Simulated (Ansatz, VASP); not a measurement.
Two plane-wave programs on MoS2

```
CELL_PARAMETERS angstrom
1.61600 0.93300 5.99789
-1.61600 0.93300 5.99789
0.00000 -1.86600 5.99789
ATOMIC_POSITIONS crystal
Mo 0.00002 0.00002 0.00002
S 0.75354 0.75354 0.75354
S 0.57975 0.57975 0.57975
```

Alike in both runs: task single point; functional PBE; dispersion D3(BJ); k mesh 12 × 12 × 12; occupations gaussian, width 0.05 eV; no spin polarisation.

```csv
,VASP,Ansatz
version,VASP 6.6.1,Ansatz 0.2.0
potentials or method,"VASP PAW PBE potentials, release 64 (Mo_sv, S), cutoff 520 eV","scalar-relativistic, plane waves, PAW"
valence electrons in the cell,26,26
```

VASP gave:

```
gap on the k mesh at the Fermi level (eV)                     : 0.69
least direct gap on the mesh (eV)                             : 1.54
pressure (GPa)                                                : -6.8
traceless stress, the component that is largest in VASP (GPa) : 2.23
rms of the force components (eV/Å)                            : 0.217
```

**Question.** What did Ansatz give for the same quantities?

**Answer.** gap on the k mesh at the Fermi level (eV): 0.67; least direct gap on the mesh (eV): 1.54; pressure (GPa): -6.7; traceless stress, the component that is largest in VASP (GPa): 2.25; rms of the force components (eV/Å): 0.212.

Atom by atom the forces differ by 0.005 eV/Å (rms over components).
